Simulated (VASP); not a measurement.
Write the native input for VASP 6.6.1 that does the following.

```
Task                   : single point
Functional             : PBEsol
Potentials or basis    : VASP PAW PBE potentials, release 64 (W_sv)
Cutoff                 : 520 eV
k mesh                 : 22 × 22 × 16
Occupations            : gaussian, width 0.15 eV
Spin                   : no spin polarisation
Dipole correction      : no
Further INCAR settings : ALGO = Fast; EDIFF = 1e-06; NBANDS = 21
```

The structure of W lies in POSCAR:

```
W
1.0
    0.0000000000     -1.9989957669     -1.9989957669
    0.0000000000      1.9989957669     -1.9989957669
    3.9979915338      0.0000000000      0.0000000000
W
2
Direct
    0.5150075355      0.5150075355      0.5000000000
   -0.0150075355     -0.0150075355      0.0000000000
```

This cell differs from its parent crystal: mode 4 (104.6 1/cm) frozen in, largest displacement -0.060 Å.

One way to write it, as run:

INCAR

```
  PREC = Accurate
  ENCUT = 520
  EDIFF = 1E-6
  ISMEAR = 0
  SIGMA = 0.15
  LREAL = F
  LASPH = T
  NELM = 100
  ALGO = Fast
  ISIF = 2
  LWAVE = F
  LCHARG = F
  GGA = PS
  NBANDS = 21
```

KPOINTS

```
regular mesh
0
Gamma
  22 22 16
```

Potentials or basis: VASP PAW PBE potentials, release 64 (W_sv).

Command:

```console
$ cat potpaw_PBE.64/W_sv/POTCAR > POTCAR
$ mpirun -np 1 vasp_std > vasp.out
```

It gave:

```json
{
 "Pressure": "1.5 GPa",
 "Largest force": "0.445 eV/Å",
 "Band gap on the k mesh": "zero (band 14 reaches 13.91 eV, above the bottom of band 15 at 10.28 eV)"
}
```

Caveat: the cell differs from its parent crystal (mode 4 (104.6 1/cm) frozen in, largest displacement -0.060 Å); the PAW data sets were made with another functional, which shifts forces and pressure a little; spin-orbit coupling is left out, which moves the levels of the heavy elements.

Wall time 3.7 min on 1 thread of Intel(R) Xeon(R) 6975P-C (Granite Rapids) (shared host), peak memory 0.67 GiB.
